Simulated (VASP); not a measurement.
# MoSe (F-43m) in VASP: notebook

The runs below take MoSe through relaxation of cell and atoms, single point, with PBE+U.

All numbers are computed with VASP 6.6.1; they aren't measurements. Logs are shortened: lines on timing, memory, paths and dates and some standing lists are left out, and cuts for length are marked.

**1. The cell of the first run**

It takes space group F-43m (No. 216, cubic). Conventional cell: a = 6.247 Å, b = 6.247 Å, c = 6.247 Å, α = 90.00°, β = 90.00°, γ = 90.00°. Mo (site symmetry -43m) has 4 Se at 2.70 Å within 3.6 Å. Within 3.6 Å of Se (site symmetry -43m) lie 4 Mo at 2.70 Å.

**2. Relaxation of cell and atoms, PBE+U**

Input file INCAR:

```
SYSTEM = MoSe
ALGO = Normal
EDIFF = 1E-7
EDIFFG = -0.01
ENCUT = 600
GGA = PE
IBRION = 2
ISIF = 3
ISMEAR = 0
LASPH = .TRUE.
LCHARG = .FALSE.
LDAU = .TRUE.
LDAUJ = 0 0
LDAUL = 2 -1
LDAUPRINT = 1
LDAUTYPE = 2
LDAUU = 4.38 0
LMAXMIX = 4
LREAL = .FALSE.
LWAVE = .FALSE.
NELM = 150
NSW = 80
PREC = Accurate
SIGMA = 0.1
```

Input file KPOINTS:

```
k-points
0
G
  12 12 12
  0 0 0
```

Input file POSCAR:

```
MoSe
1.0
    0.0000000000      3.1234514948      3.1234514948
    3.1234514948      0.0000000000      3.1234514948
    3.1234514948      3.1234514948      0.0000000000
Mo Se
1 1
Direct
    0.0000000000      0.0000000000      0.0000000000
    0.2500000000      0.2500000000      0.2500000000
```

Potentials or basis: VASP PAW PBE potentials, release 64 (Mo_sv, Se).

Command:

```console
$ cat potpaw_PBE.64/Mo_sv/POTCAR potpaw_PBE.64/Se/POTCAR > POTCAR
$ mpirun -np 1 vasp_std > vasp.out
```

OUTCAR:

```text
SYSTEM = MoSe
   EDIFF = 1E-7
   EDIFFG = -0.01
   ENCUT = 600
   GGA = PE
   IBRION = 2
   ISIF = 3
   ISMEAR = 0
   LASPH = .TRUE.
   LREAL = .FALSE.
   NELM = 150
   NSW = 80
   PREC = Accurate

 ion  position               nearest neighbor table
   1  0.000  0.000  0.000-   2 2.70   2 2.70   2 2.70   2 2.70
   2  0.250  0.250  0.250-   1 2.70   1 2.70   1 2.70   1 2.70

  LATTYP: Found a face centered cubic cell.
 ALAT       =     6.2469029896

  Lattice vectors:

 A1 = (   0.0000000000,   3.1234514948,   3.1234514948)
 A2 = (   3.1234514948,   0.0000000000,   3.1234514948)
 A3 = (   3.1234514948,   3.1234514948,   0.0000000000)

Analysis of symmetry for initial positions (statically):
=====================================================================
 Subroutine PRICEL returns:
 Original cell was already a primitive cell.

 Routine SETGRP: Setting up the symmetry group for a
 face centered cubic supercell.

 Subroutine GETGRP returns: Found 24 space group operations
 (whereof 24 operations were pure point group operations)
 out of a pool of 48 trial point group operations.

The static configuration has the point symmetry T_d .

Analysis of symmetry for dynamics (positions and initial velocities):
=====================================================================
 Subroutine PRICEL returns:
 Original cell was already a primitive cell.

 Routine SETGRP: Setting up the symmetry group for a
 face centered cubic supercell.

 Subroutine GETGRP returns: Found 24 space group operations
 (whereof 24 operations were pure point group operations)
 out of a pool of 48 trial point group operations.

The dynamic configuration has the point symmetry T_d .

 Subroutine INISYM returns: Found 24 space group operations
 (whereof 24 operations are pure point group operations),
 and found     1 'primitive' translations

----------------------------------------------------------------------------------------

                                     Primitive cell

  volume of cell :      60.9445

  direct lattice vectors                    reciprocal lattice vectors
     0.000000000  3.123451495  3.123451495    -0.160079323  0.160079323  0.160079323
     3.123451495  0.000000000  3.123451495     0.160079323 -0.160079323  0.160079323
     3.123451495  3.123451495  0.000000000     0.160079323  0.160079323 -0.160079323

  length of vectors
     4.417227465  4.417227465  4.417227465     0.277265520  0.277265520  0.277265520

  position of ions in fractional coordinates (direct lattice)
     0.000000000  0.000000000  0.000000000
     0.250000000  0.250000000  0.250000000

  ion indices of the primitive-cell ions
   primitive index   ion index
                 1           1
                 2           2

----------------------------------------------------------------------------------------

 KPOINTS: k-points

Automatic generation of k-mesh.
 Grid dimensions read from file:
 generate k-points for:   12   12   12

 Generating k-lattice:

  Cartesian coordinates                     Fractional coordinates (reciprocal lattice)
    -0.013339944  0.013339944  0.013339944     0.083333333  0.000000000  0.000000000
     0.013339944 -0.013339944  0.013339944     0.000000000  0.083333333  0.000000000
     0.013339944  0.013339944 -0.013339944     0.000000000  0.000000000  0.083333333

  Length of vectors
     0.023105460  0.023105460  0.023105460

  Shift w.r.t. Gamma in fractional coordinates (k-lattice)
     0.000000000  0.000000000  0.000000000

 Subroutine IBZKPT returns following result:
 ===========================================

 Found     72 irreducible k-points:

 Following reciprocal coordinates:
            Coordinates               Weight
  0.000000  0.000000  0.000000      1.000000
  0.083333  0.000000  0.000000      8.000000
  0.166667  0.000000  0.000000      8.000000
  0.250000  0.000000  0.000000      8.000000
  0.333333  0.000000  0.000000      8.000000
  0.416667  0.000000  0.000000      8.000000
[... 16 lines left out ...]
  0.500000  0.166667  0.000000     24.000000
 -0.416667  0.166667  0.000000     24.000000
 [... further k-points ...]
   k-points           NKPTS =     72   k-points in BZ     NKDIM =     72   number of bands    NBANDS=     14
   number of dos      NEDOS =    301   number of ions     NIONS =      2
   total plane-waves  NPLWV =  46656
   dimension x,y,z NGX =    36 NGY =   36 NGZ =   36
   dimension x,y,z NGXF=    72 NGYF=   72 NGZF=   72
   ions per type =               1   1
   NGX,Y,Z   is equivalent  to a cutoff of  13.55, 13.55, 13.55 a.u.
   NGXF,Y,Z  is equivalent  to a cutoff of  27.10, 27.10, 27.10 a.u.
 SYSTEM =  MoSe
   PREC   = accura    normal or accurate (medium, high low for compatibility)
   ISTART =      0    job   : 0-new  1-cont  2-samecut
   ICHARG =      2    charge: 1-file 2-atom 10-const
   ISPIN  =      1    spin polarized calculation?
   LNONCOLLINEAR =      F non collinear calculations
   LSORBIT =      F    spin-orbit coupling
   LASPH  =      T    aspherical Exc in radial PAW
   ENCUT  =  600.0 eV  44.10 Ry    6.64 a.u.   8.82  8.82  8.82*2*pi/ulx,y,z
   NELM   =    150;   NELMIN=  2; NELMDL= -5     # of ELM steps
   EDIFF  = 0.1E-06   stopping-criterion for ELM
   LREAL  =      F    real-space projection
   EDIFFG = -.1E-01   stopping-criterion for IOM
   NSW    =     80    number of steps for IOM
   IBRION =      2    ionic relax: 0-MD 1-quasi-New 2-CG
   NFREE  =      1    steps in history (QN), initial steepest desc. (CG)
   ISIF   =      3    stress and relaxation
   ISYM   =      2    0-nonsym 1-usesym 2-fastsym
   POTIM  = 0.5000    time-step for ionic-motion
   TEBEG  =    0.0;   TEEND  =   0.0 temperature during run
   PSTRESS=    0.0 pullay stress
   NELECT =      20.0000    total number of electrons
   NUPDOWN=      -1.0000    fix difference up-down
   EMIN   =  10.00;   EMAX   =-10.00  energy-range for DOS
   EFERMI =   0.00;   METHOD = LEGACY
   ISMEAR =     0;   SIGMA  =   0.10  broadening in eV -4-tet -1-fermi 0-gaus
   EFERMI_NEDOS =   21; number of points for ismear=-14 and -15
   IALGO  =     38    algorithm
   IMIX   =      4    mixing-type and parameters
     AMIX     =   0.40;   BMIX     =  1.00
     AMIX_MAG =   1.60;   BMIX_MAG =  1.00
  volume/ion in A,a.u.               =      30.47       205.64
  Fermi-wavevector in a.u.,A,eV,Ry     =   1.129207  2.133891 17.348891  1.275107
  Thomas-Fermi vector in A             =   2.265899
   LORBIT       =      0    0 simple, 1 ext, 2 COOP (PROOUT), +10 PAW based schemes
 LDA+U is selected, type is set to LDAUTYPE =  2
   angular momentum for each species LDAUL =     2   -1
   U (eV)           for each species LDAUU =   4.4  0.0
   J (eV)           for each species LDAUJ =   0.0  0.0
   GGA     = PE    functional components
   LHFCALC =     F    Hartree Fock is set to
   AEXX    =    0.0000 exact exchange contribution
   IVDW    =     0    specifies the selected vdW correction
   LEPSILON=     F    determine dielectric tensor
   LRPA    =     F    only Hartree local field effects (RPA)
 conjugate gradient relaxation of ions
 non-spin polarized calculation
 Gauss-broadening in eV      SIGMA  =   0.10
  energy-cutoff  :      600.00
  volume of cell :       60.94
 maximum number of plane-waves:      2085
   NGX = 17   NGY = 17   NGZ = 17

--------------------------------------- Ionic step        1  -------------------------------------------

 number of electron      20.0000000 magnetization

 Free energy of the ion-electron system (eV)
  ---------------------------------------------------
  ext. energy  EPLUGINS =         0.00000000
  ---------------------------------------------------
  free energy    TOTEN  =        -8.31568088 eV

  energy without entropy =       -8.31568079  energy(sigma->0) =       -8.31568084

 E-fermi :   3.5513     XC(G=0):  -8.7218

 val. band max:        3.2530679467   @ k =  -0.2500   0.5000   0.2500
 cond. band min:       3.8635290889   @ k =  -0.2500   0.5000   0.2500
 fundamental gap:      0.6104611423
 Fermi energy:         3.5512661860

 k-point     1 :       0.0000    0.0000    0.0000
  band No.  band energies     occupation
      1     -57.1110      2.00000
      2     -31.1936      2.00000
      3     -31.1936      2.00000
      4     -31.1935      2.00000
      5      -9.5218      2.00000
      6       0.5834      2.00000
      7       0.5834      2.00000
      8       0.5835      2.00000
      9       2.4601      2.00000
     10       2.4602      2.00000
     11       4.4528      0.00000
     12       7.6763      0.00000
     13       7.6763      0.00000
     14       7.6764      0.00000
[... 492 lines left out ...]
  FREE ENERGIE OF THE ION-ELECTRON SYSTEM (eV)
  ---------------------------------------------------
  free  energy   TOTEN  =        -8.4778035256 eV

  energy  without entropy=       -8.4694098067  energy(sigma->0) =       -8.47360667

atom =   1  type =  1  l = 2

 onsite density matrix

spin component  1

  0.2028  0.0000 -0.0000 -0.0000  0.0000
  0.0000  0.2028 -0.0000  0.0000  0.0000
 -0.0000 -0.0000  0.7073 -0.0000  0.0000
 -0.0000  0.0000 -0.0000  0.2028  0.0000
  0.0000  0.0000  0.0000  0.0000  0.7073

spin component  2

  0.2028  0.0000 -0.0000 -0.0000  0.0000
  0.0000  0.2028 -0.0000  0.0000  0.0000
 -0.0000 -0.0000  0.7073 -0.0000  0.0000
 -0.0000  0.0000 -0.0000  0.2028  0.0000
  0.0000  0.0000  0.0000  0.0000  0.7073

 occupancies and eigenvectors

  o =  0.2028  v =  0.0000 -0.1357  0.0000  0.9908 -0.0000  0.0000  0.0000  0.0000  0.0000  0.0000      0.0000  0.0000  0.0000  0.0000  0.0000  0.0000  0.0000  0.0000  0.0000  0.0000
  o =  0.2028  v =  0.0000  0.0000  0.0000  0.0000  0.0000  0.0000 -0.1357  0.0000  0.9908 -0.0000      0.0000  0.0000  0.0000  0.0000  0.0000  0.0000  0.0000  0.0000  0.0000  0.0000
  o =  0.2028  v =  1.0000  0.0000  0.0000  0.0000  0.0000  0.0000  0.0000  0.0000  0.0000  0.0000      0.0000  0.0000  0.0000  0.0000  0.0000  0.0000  0.0000  0.0000  0.0000  0.0000
  o =  0.2028  v =  0.0000  0.0000  0.0000  0.0000  0.0000  1.0000  0.0000  0.0000  0.0000  0.0000      0.0000  0.0000  0.0000  0.0000  0.0000  0.0000  0.0000  0.0000  0.0000  0.0000
  o =  0.2028  v =  0.0000 -0.9908 -0.0000 -0.1357 -0.0000  0.0000  0.0000  0.0000  0.0000  0.0000      0.0000  0.0000  0.0000  0.0000  0.0000  0.0000  0.0000  0.0000  0.0000  0.0000
  o =  0.2028  v =  0.0000  0.0000  0.0000  0.0000  0.0000  0.0000 -0.9908 -0.0000 -0.1357 -0.0000      0.0000  0.0000  0.0000  0.0000  0.0000  0.0000  0.0000  0.0000  0.0000  0.0000
  o =  0.7073  v =  0.0000  0.0000  0.0000  0.0000  0.0000  0.0000  0.0000  0.9680 -0.0000 -0.2510      0.0000  0.0000  0.0000  0.0000  0.0000  0.0000  0.0000  0.0000  0.0000  0.0000
  o =  0.7073  v =  0.0000  0.0000  0.9680 -0.0000 -0.2510  0.0000  0.0000  0.0000  0.0000  0.0000      0.0000  0.0000  0.0000  0.0000  0.0000  0.0000  0.0000  0.0000  0.0000  0.0000
  o =  0.7073  v =  0.0000  0.0000 -0.2510 -0.0000 -0.9680  0.0000  0.0000  0.0000  0.0000  0.0000      0.0000  0.0000  0.0000  0.0000  0.0000  0.0000  0.0000  0.0000  0.0000  0.0000
  o =  0.7073  v =  0.0000  0.0000  0.0000  0.0000  0.0000  0.0000  0.0000 -0.2510 -0.0000 -0.9680      0.0000  0.0000  0.0000  0.0000  0.0000  0.0000  0.0000  0.0000  0.0000  0.0000

--------------------------------------- Ionic step        4  -------------------------------------------

 number of electron      20.0000000 magnetization

 Free energy of the ion-electron system (eV)
  ---------------------------------------------------
  ext. energy  EPLUGINS =         0.00000000
  ---------------------------------------------------
  free energy    TOTEN  =        -8.47790620 eV

  energy without entropy =       -8.46903360  energy(sigma->0) =       -8.47346990

 E-fermi :   4.9848     XC(G=0):  -9.6759

 val. band max:        4.9783448451   @ k =  -0.2500   0.5000   0.2500
 cond. band min:       5.0244062770   @ k =  -0.4167   0.4167   0.0000
 fundamental gap:      0.0460614319
 Fermi energy:         4.9847775431

 k-point     1 :       0.0000    0.0000    0.0000
  band No.  band energies     occupation
      1     -55.4602      2.00000
      2     -29.5826      2.00000
      3     -29.5826      2.00000
      4     -29.5826      2.00000
      5      -8.7842      2.00000
      6       1.3804      2.00000
      7       1.3804      2.00000
      8       1.3804      2.00000
      9       4.2038      2.00000
     10       4.2038      2.00000
     11       6.3500      0.00000
     12       9.8021      0.00000
     13       9.8022      0.00000
     14       9.8022      0.00000
[... 420 lines left out ...]
  FREE ENERGIE OF THE ION-ELECTRON SYSTEM (eV)
  ---------------------------------------------------
  free  energy   TOTEN  =        -8.4779062041 eV

  energy  without entropy=       -8.4690336049  energy(sigma->0) =       -8.47346990

 reached required accuracy - stopping structural energy minimisation
```

Wall time 2.4 min (1 thread of Intel Xeon 6975P-C (Granite Rapids), shared host); peak memory 0.28 GiB.

What came out:

```
Free energy                            : -8.4779 eV
Relaxed volume                         : 25.25 Å³/atom
Relaxed cell                           : a = 4.149 Å, b = 4.149 Å, c = 4.149 Å, α = 60.00°, β = 60.00°, γ = 60.00°
Space group after relaxing (to 0.05 Å) : F-43m (No. 216)
Energy gained by relaxing              : 81.1 meV/atom
Ionic steps                            : 4
Pressure after relaxing                : 0.0 GPa
Band gap on the k mesh                 : zero (band 10 reaches 4.95 eV, above the bottom of band 11 at 4.89 eV)
```

The path:
```tsv
step	energy change (eV)	largest force (eV/Å)	pressure (GPa)	volume (Å³)
1	0.0000	0.0000	-5.40	60.94
2	-0.1580	0.0000	-0.70	52.32
3	-0.1621	0.0000	-0.14	50.83
4	-0.1622	0.0000	0.05	50.49
```

Final structure:
```
Mo Se
1.0
     0.00000    2.93359    2.93359
     2.93359    0.00000    2.93359
     2.93359    2.93359    0.00000
Mo Se
1 1
Direct
  0.00000 0.00000 0.00000
  0.25000 0.25000 0.25000
```

Eigenvalues of the final occupation matrices:
| site | spin | trace | eigenvalues |
| --- | --- | --- | --- |
| site 1 d | 1 | 2.02 | 0.20 0.20 0.20 0.71 0.71 |
| site 1 d | 2 | 2.02 | 0.20 0.20 0.20 0.71 0.71 |

Caveat: the volume moved by over 15 % at a fixed basis, so the end points are rough; U without spin polarisation on a metal has little footing.

**3. Single point, PBE+U**

This run uses another cell than the first one, of 33.52 Å³/atom, 1.100 times its volume.

Input file INCAR:

```
PREC = Accurate ; ENCUT = 520
EDIFF = 1E-7 ; ISMEAR = 0
SIGMA = 0.1 ; LREAL = False
LASPH = True ; NELM = 150
ALGO = Normal ; ISIF = 2
LWAVE = False ; LCHARG = False
LMAXMIX = 4 ; LDAU = True
LDAUTYPE = 2 ; LDAUL = 2 -1
LDAUU = 4.38 0 ; LDAUJ = 0 0
LDAUPRINT = 1 ; GGA = PE
NBANDS = 17
```

Input file KPOINTS:

```
regular mesh
0
Gamma
  12 12 12
```

Input file POSCAR:

```
MoSe
1.0
    0.0000000000      3.2242768696      3.2242768696
    3.2242768696      0.0000000000      3.2242768696
    3.2242768696      3.2242768696      0.0000000000
Mo Se
1 1
Direct
    0.0000000000      0.0000000000      0.0000000000
    0.2500000000      0.2500000000      0.2500000000
```

Potentials or basis: VASP PAW PBE potentials, release 64 (Mo_sv, Se).

Command:

```console
$ cat potpaw_PBE.64/Mo_sv/POTCAR potpaw_PBE.64/Se/POTCAR > POTCAR
$ mpirun -np 1 vasp_std > vasp.out
```

Run time: 1.7 min. Hardware: 1 thread of Intel Xeon Platinum 8375C at 2.90GHz (Ice Lake), shared host; peak memory 0.25 GiB.

The run converged. Its results:

* Free energy: -8.0644 eV
* Pressure: -7.6 GPa
* Band gap on the k mesh: 0.97 eV, direct

Levels at points of the mesh, in eV from the valence-band top:
```tsv
k point	band 7	band 8	band 9	band 10	band 11	band 12	band 13	band 14
(0.00, 0.00, 0.00)	-2.25	-2.25	-0.73	-0.73	1.16	4.20	4.20	4.20
(0.50, 0.00, 0.00)	-2.33	-2.33	-0.29	-0.29	1.88	3.05	3.05	3.55
(0.50, 0.50, 0.00)	-2.04	-2.04	-0.43	-0.26	0.99	2.46	2.46	5.19
```

Eigenvalues of the final occupation matrices:
```csv
site,spin,trace,eigenvalues
site 1 d,1,1.93,0.10 0.10 0.10 0.81 0.81
site 1 d,2,1.93,0.10 0.10 0.10 0.81 0.81
```

**4. Single point, PBE+U**

This run uses another cell than the first one, of 35.96 Å³/atom, 1.180 times its volume.

Input file INCAR:

```
SYSTEM = MoSe
ALGO     = Normal         ! electronic algorithm
EDIFF    = 1E-6           ! SCF threshold, eV
ENCUT    = 520            ! plane-wave cutoff, eV
GGA      = PE             ! functional
ISIF     = 2              ! what is computed and relaxed
ISMEAR   = 0              ! smearing method
LASPH    = .True.         ! aspherical terms in the spheres
LCHARG   = .False.        ! write CHGCAR
LDAU     = .True.         ! DFT+U
LDAUJ    = 0 0          
LDAUL    = 2 -1           ! shell
LDAUPRINT= 1            
LDAUTYPE = 2            
LDAUU    = 4.38 0         ! U, eV
LMAXMIX  = 4              ! l up to which the mixer works
LREAL    = .False.        ! projectors in reciprocal space
LWAVE    = .False.        ! write WAVECAR
NBANDS   = 17             ! bands
NELM     = 150            ! most SCF steps
PREC     = Accurate       ! precision mode
SIGMA    = 0.1            ! smearing width, eV
```

Input file KPOINTS:

```
k-points
0
Gamma
  12 12 12
  0 0 0
```

Input file POSCAR:

```
MoSe
1.0
    0.0000000000      3.3006193022      3.3006193022
    3.3006193022      0.0000000000      3.3006193022
    3.3006193022      3.3006193022      0.0000000000
Mo Se
1 1
Direct
    0.0000000000      0.0000000000      0.0000000000
    0.2500000000      0.2500000000      0.2500000000
```

Command:

```console
$ cat potpaw_PBE.64/Mo_sv/POTCAR potpaw_PBE.64/Se/POTCAR > POTCAR
$ mpirun -np 1 vasp_std > vasp.out
```

It took 1.8 min on 1 thread of Intel Xeon Platinum 8375C at 2.90GHz (Ice Lake), shared host; peak memory 0.26 GiB.

It converged, with:

- Free energy: -7.8156 eV
- Pressure: -8.7 GPa
- Band gap on the k mesh: 1.14 eV, indirect (least direct gap 1.21 eV)

Levels at points of the mesh, in eV from the valence-band top:
```
           k point  band 8  band 9  band 10  band 11  band 12  band 13
(0.00, 0.00, 0.00)   -1.95   -0.69    -0.69     1.14     4.05     4.05
(0.50, 0.00, 0.00)   -2.06   -0.27    -0.27     1.99     3.05     3.05
(0.50, 0.50, 0.00)   -1.80   -0.43    -0.25     1.23     2.52     2.52
```

Eigenvalues of the final occupation matrices:
```
    site  spin  trace               eigenvalues
site 1 d     1   1.92  0.09 0.09 0.09 0.82 0.82
site 1 d     2   1.92  0.09 0.09 0.09 0.82 0.82
```

**5. Overview**

```tsv
task	cell	cutoff (eV)	gap on the mesh (eV)	pressure (GPa)
relaxation of cell and atoms	relaxed from a = 4.417 Å, angles 60.0°, 2 atoms	600	none	0.0
single point	a = 4.560 Å, angles 60.0°, 2 atoms	520	0.97	-7.6
single point	a = 4.668 Å, angles 60.0°, 2 atoms	520	1.14	-8.7
```

Alike in all rows: level PBE+U; potentials or basis VASP PAW PBE potentials, release 64 (Mo_sv, Se); no spin polarisation; Mo d U = 4.38 eV; k mesh 12 × 12 × 12; smearing gaussian 0.1 eV.

Caveats: the volume moved by over 15 % at a fixed basis, so the end points are rough (some runs); U without spin polarisation on a metal has little footing (some runs).

Absolute energies hang on the potentials; compare differences alone.
